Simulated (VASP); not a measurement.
# K3Zr2S (P6/mmm) in VASP: a series of runs, part 2 of 2

VASP 6.6.1. The steps go on from the part before.

### Step 4. Single point, PBE

This run uses another cell than the first one, of 31.78 Å³/atom.

Input file INCAR:

```
SYSTEM = K3Zr2S
PREC = Accurate
ENCUT = 520
EDIFF = 1E-6
ISMEAR = 0
SIGMA = 0.1
LREAL = .False.
LASPH = .True.
NELM = 60
ALGO = Normal
ISIF = 2
LWAVE = .False.
LCHARG = .True.
GGA = PE
LELF = .True.
LVHAR = .True.
NBANDS = 38
```

Input file KPOINTS:

```
regular mesh
0
Gamma
  3 3 4
  0 0 0
```

Input file POSCAR:

```
K3Zr2S
1.0
    5.7720082286      0.0000000000      0.0000000000
   -2.8860041143      4.9987057568      0.0000000000
    0.0000000000      0.0000000000      6.6088625165
K Zr S
3 2 1
Direct
    0.5000000000      0.0000000000      0.5000000000
    0.0000000000      0.5000000000      0.5000000000
    0.5000000000      0.5000000000      0.5000000000
    0.6666666667      0.3333333333      0.0000000000
    0.3333333333      0.6666666667      0.0000000000
    0.0000000000      0.0000000000      0.0000000000
```

On the command line:

```sh
cat potpaw_PBE.64/K_sv/POTCAR potpaw_PBE.64/Zr_sv/POTCAR potpaw_PBE.64/S/POTCAR > POTCAR
mpirun -np 1 vasp_std > vasp.out
```

It took 2.6 min on 1 thread of Intel Xeon 8259CL, shared host; peak memory 0.36 GiB.

Results (log left out):

```yaml
Free_energy: -17.6596 eV
Pressure: 0.0 GPa
Band_gap_on_the_k_mesh: zero (an odd number of electrons rules out a gap without spin polarisation)
```

Stress tensor (GPa, compression positive):
```
 0.04  0.00  0.00
 0.00  0.04  0.00
 0.00  0.00 -0.08
```

Levels at points of the mesh, in eV from the Fermi level:
```tsv
k point	band 26	band 27	band 28	band 29	band 30	band 31	band 32	band 33
(0.00, 0.00, 0.00)	-0.57	0.13	0.13	0.17	0.17	0.17	0.76	0.86
(0.00, 0.00, 0.50)	-0.60	-0.44	-0.25	-0.25	0.10	0.33	0.33	0.69
```

Caveat: the k points lie up to 0.42 Å⁻¹ apart, too coarse for converged energies and pressures of a metal.

### Step 5. Relaxation of cell and atoms, PBE

This run uses another cell than the first one, of 25.85 Å³/atom.

Input file INCAR:

```
ALGO = Normal ; EDIFF = 1E-6
EDIFFG = -0.04 ; ENCUT = 600
GGA = PE ; IBRION = 2
ISIF = 3 ; ISMEAR = 0
LASPH = T ; LCHARG = F
LREAL = F ; LWAVE = F
NELM = 100 ; NSW = 90
PREC = Accurate ; SIGMA = 0.1
```

Input file KPOINTS:

```
k-points
0
Gamma
  3 3 4
```

Input file POSCAR:

```
K3Zr2S
1.0
    6.4675636200      0.0000000000      0.0000000000
   -3.2337818100      5.6010743900      0.0000000000
    0.0000000000      0.0000000000      4.2820910200
K Zr S
3 2 1
Direct
    0.5000000000      0.0000000000      0.5000000000
    0.0000000000      0.5000000000      0.5000000000
    0.5000000000      0.5000000000      0.5000000000
    0.6666666700      0.3333333300      0.0000000000
    0.3333333300      0.6666666700      0.0000000000
    0.0000000000      0.0000000000      0.0000000000
```

On the command line:

```sh
cat potpaw_PBE.64/K_sv/POTCAR potpaw_PBE.64/Zr_sv/POTCAR potpaw_PBE.64/S/POTCAR > POTCAR
mpirun -np 1 vasp_std > vasp.out
```

Run time: 12 min. Hardware: 1 thread of Intel Xeon 8259CL, shared host; peak memory 0.36 GiB.

Results (log left out):

```
Free energy                           : -17.6133 eV
Relaxed volume                        : 31.77 Å³/atom
Relaxed cell                          : a = 5.778 Å, b = 5.778 Å, c = 6.592 Å, α = 90.00°, β = 90.00°, γ = 120.00°
Space group after relaxing (to 0.1 Å) : P6/mmm (No. 191)
Energy gained by relaxing             : 931.4 meV/atom
Ionic steps                           : 8
Pressure after relaxing               : -0.1 GPa
Band gap on the k mesh                : zero (an odd number of electrons rules out a gap without spin polarisation)
```

Stress tensor (GPa, compression positive):
```
 0.00  0.00  0.00
 0.00  0.00  0.00
 0.00  0.00 -0.16
```

The path:
| step | energy change (eV) | largest force (eV/Å) | pressure (GPa) | volume (Å³) |
| --- | --- | --- | --- | --- |
| 1 | 0.0000 | 0.0000 | 9.00 | 155.12 |
| 2 | -3.0315 | 0.0000 | 2.56 | 188.65 |
| 3 | -4.4802 | 0.0000 | -2.21 | 242.93 |
| 4 | -5.1460 | 0.0000 | -2.11 | 224.57 |
| 5 | -5.4997 | 0.0000 | -1.50 | 207.60 |
| 6 | -5.5349 | 0.0000 | -0.97 | 199.74 |
| 7 | -5.5353 | 0.0000 | -1.12 | 201.68 |
| 8 | -5.5881 | 0.0000 | -0.06 | 190.61 |

Final structure:
```
CELL_PARAMETERS angstrom
5.77838 0.00000 0.00000
-2.88919 5.00423 0.00000
0.00000 0.00000 6.59187
ATOMIC_POSITIONS crystal
K 0.50000 0.00000 0.50000
K 0.00000 0.50000 0.50000
K 0.50000 0.50000 0.50000
Zr 0.66667 0.33333 0.00000
Zr 0.33333 0.66667 0.00000
S 0.00000 0.00000 0.00000
```

Levels at points of the mesh, in eV from the Fermi level:
```csv
k point,band 25,band 26,band 27,band 28,band 29,band 30,band 31,band 32,band 33,band 34
"(0.00, 0.00, 0.00)",-2.66,-0.57,0.13,0.13,0.16,0.16,0.19,0.76,0.87,0.95
"(0.00, 0.00, 0.50)",-1.89,-0.60,-0.43,-0.26,-0.26,0.10,0.33,0.33,1.38,1.38
```

Caveat: the k points lie up to 0.42 Å⁻¹ apart in the final cell, too coarse for converged energies and pressures of a metal; the volume moved by over 15 % at a fixed basis, so the end points are rough.

### Step 6. Single point, PBE, collinear spin

This run uses another cell than the first one, of 31.78 Å³/atom.

Input file INCAR:

```
SYSTEM = K3Zr2S
PREC     = Accurate       ! precision mode
ENCUT    = 520            ! plane-wave cutoff, eV
EDIFF    = 1E-7           ! SCF threshold, eV
ISMEAR   = 0              ! smearing method
SIGMA    = 0.1            ! smearing width, eV
LREAL    = .False.        ! projectors in reciprocal space
LASPH    = .True.         ! aspherical terms in the spheres
NELM     = 150            ! most SCF steps
ALGO     = Normal         ! electronic algorithm
ISIF     = 2              ! what is computed and relaxed
LWAVE    = .False.        ! write WAVECAR
LCHARG   = .False.        ! write CHGCAR
ISPIN    = 2              ! spin polarisation
MAGMOM   = 0 0 0 1 1 0    ! initial moments
LORBIT   = 11             ! projections on sites
LMAXMIX  = 4              ! l up to which the mixer works
GGA      = PE             ! functional
NBANDS   = 42             ! bands
```

Input file KPOINTS:

```
regular mesh
0
Gamma
  3 3 4
  0 0 0
```

Input file POSCAR:

```
K3Zr2S
1.0
    5.7720082286      0.0000000000      0.0000000000
   -2.8860041143      4.9987057568      0.0000000000
    0.0000000000      0.0000000000      6.6088625165
K Zr S
3 2 1
Direct
    0.5000000000      0.0000000000      0.5000000000
    0.0000000000      0.5000000000      0.5000000000
    0.5000000000      0.5000000000      0.5000000000
    0.6666666667      0.3333333333      0.0000000000
    0.3333333333      0.6666666667      0.0000000000
    0.0000000000      0.0000000000      0.0000000000
```

Potentials or basis: VASP PAW PBE potentials, release 64 (K_sv, Zr_sv, S).

On the command line:

```sh
cat potpaw_PBE.64/K_sv/POTCAR potpaw_PBE.64/Zr_sv/POTCAR potpaw_PBE.64/S/POTCAR > POTCAR
mpirun -np 1 vasp_std > vasp.out
```

Run time: 4.7 min. Hardware: 1 thread of Intel Xeon 8259CL, shared host; peak memory 0.47 GiB.

It converged, with:

* Free energy: -18.1270 eV
* Pressure: 1.1 GPa
* Net moment: 4.56 μB per cell
* Site moments: K +0.03; Zr +1.23; S -0.03 μB
* Valence electrons inside the program's atomic spheres: K 7.63; Zr 9.69; S 3.55

Stress tensor (GPa, compression positive):
```
1.35 0.00 0.00
0.00 1.35 0.00
0.00 0.00 0.68
```

Levels at points of the mesh, in eV from the Fermi level:
Spin up:
```csv
k point,band 28,band 29,band 30,band 31,band 32,band 33,band 34,band 35
"(0.00, 0.00, 0.00)",-0.49,-0.37,-0.37,0.18,0.44,0.62,0.62,0.79
"(0.00, 0.00, 0.50)",-0.72,-0.47,-0.35,-0.35,-0.31,0.74,0.99,0.99
```
Spin down:
```csv
k point,band 22,band 23,band 24,band 25,band 26,band 27,band 28,band 29,band 30,band 31
"(0.00, 0.00, 0.00)",-3.17,-3.17,-2.51,-2.36,0.06,0.20,0.90,0.90,1.02,1.11
"(0.00, 0.00, 0.50)",-3.20,-3.20,-3.03,-1.18,-0.28,-0.27,0.44,0.44,0.68,0.73
```

Caveat: the k points lie up to 0.42 Å⁻¹ apart.

### Step 7. Summary

```tsv
task	spin	cell	k mesh	cutoff (eV)	gap on the mesh (eV)	pressure (GPa)	moment (μB)
single point	collinear	a = 5.922, b = 5.922, c = 6.634 Å, angles 90.0, 90.0, 120.0°, 6 atoms	6 × 6 × 6	520	none	0.0	5.16
single point	off	a = 6.468, b = 6.468, c = 4.282 Å, angles 90.0, 90.0, 120.0°, 6 atoms	3 × 3 × 4	520	none	9.0	-
single point	off	a = 5.772, b = 5.772, c = 6.609 Å, angles 90.0, 90.0, 120.0°, 6 atoms	3 × 3 × 4	520	none	0.0	-
relaxation of cell and atoms	off	relaxed from a = 6.468, b = 6.468, c = 4.282 Å, angles 90.0, 90.0, 120.0°, 6 atoms	3 × 3 × 4	600	none	-0.1	-
single point	collinear	a = 5.772, b = 5.772, c = 6.609 Å, angles 90.0, 90.0, 120.0°, 6 atoms	3 × 3 × 4	520	none	1.1	4.56
```

Alike in all rows: level PBE; potentials or basis VASP PAW PBE potentials, release 64 (K_sv, Zr_sv, S); smearing gaussian 0.1 eV.

Caveats: some runs use coarse meshes; the volume moved by over 15 % at a fixed basis, so the end points are rough (at least some runs).

Total energies depend on the potentials used, so only differences within one code and one set of settings carry meaning.
